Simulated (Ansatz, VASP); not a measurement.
## One calculation of Pd, two programs

```
Pd
1.0
    -1.56847    1.56847    1.56847
     1.56847   -1.56847    1.56847
     1.56847    1.56847   -1.56847
Pd
1
Direct
  0.00000 0.00000 0.00000
```

Alike in both runs: task single point; functional PBE; k mesh 18 × 18 × 18; occupations gaussian, width 0.05 eV; no spin polarisation.

|  | VASP | Ansatz |
| --- | --- | --- |
| version | VASP 6.6.1 | Ansatz 0.2.0 |
| potentials or method | VASP PAW PBE potentials, release 64 (Pd), cutoff 500 eV | scalar-relativistic, plane waves, PAW |
| valence electrons in the cell | 10 | 18 |

|  | VASP | Ansatz | Ansatz less VASP |
| --- | --- | --- | --- |
| pressure (GPa) | -0.3 | 0.0 | +0.23 |

VASP's potentials hold 10 valence electrons a cell and Ansatz's 18, so a difference there can come from the potentials and not from the codes.
